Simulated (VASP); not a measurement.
# SiF: single point with PBE

SiF:

```xyz
4
Lattice="1.9849 1.1460 6.2945 -1.9849 1.1460 6.2945 0.0000 -2.2920 6.2945" Properties=species:S:1:pos:R:3 pbc="T T T"
Si    0.0000    0.0000    3.4967
Si    0.0000    0.0000   15.3867
F     0.0000    0.0000    5.1242
F     0.0000    0.0000   13.7592
```

* Program: VASP 6.6.1
* Task: single point
* Functional: PBE
* Potentials or basis: VASP PAW PBE potentials, release 64 (Si, F)
* Cutoff: 520 eV
* k mesh: 12 × 12 × 12
* Occupations: gaussian, width 0.02 eV
* Spin: no spin polarisation

* Pressure: 0.2 GPa
* Largest force: 0.200 eV/Å
* Band gap on the k mesh: 0.55 eV

Forces in eV/Å, atoms in the order of the input:
```
Si   0.000  0.000 -0.196
Si   0.000  0.000  0.196
F    0.000  0.000  0.200
F    0.000  0.000 -0.200
```

Stress tensor (GPa, compression positive):
```
-0.19  0.00  0.00
 0.00 -0.19  0.00
 0.00  0.00  1.07
```

Levels at points of the mesh, in eV from the valence-band top:
```tsv
k point	band 7	band 8	band 9	band 10	band 11	band 12	band 13	band 14	band 15	band 16
(0.00, 0.00, 0.00)	-5.17	-4.94	-4.94	-0.02	-0.02	0.82	3.69	3.69	3.90	5.61
(0.50, 0.00, 0.00)	-5.27	-5.10	-4.55	-3.80	-1.10	1.71	3.88	4.78	8.17	8.39
(0.50, 0.50, 0.00)	-5.39	-4.96	-4.74	-3.98	-1.13	1.69	3.94	4.62	8.18	9.00
(0.50, 0.50, 0.50)	-5.09	-5.02	-5.02	0.00	0.00	0.55	3.51	3.71	3.71	7.60
```

Wall time 4.6 min on 1 thread of Intel(R) Xeon(R) 6975P-C (Granite Rapids), on a shared host, peak memory 0.48 GiB.

Caveat: semilocal functionals underestimate gaps, and a narrow one can read as zero. A k mesh can miss the band edges.
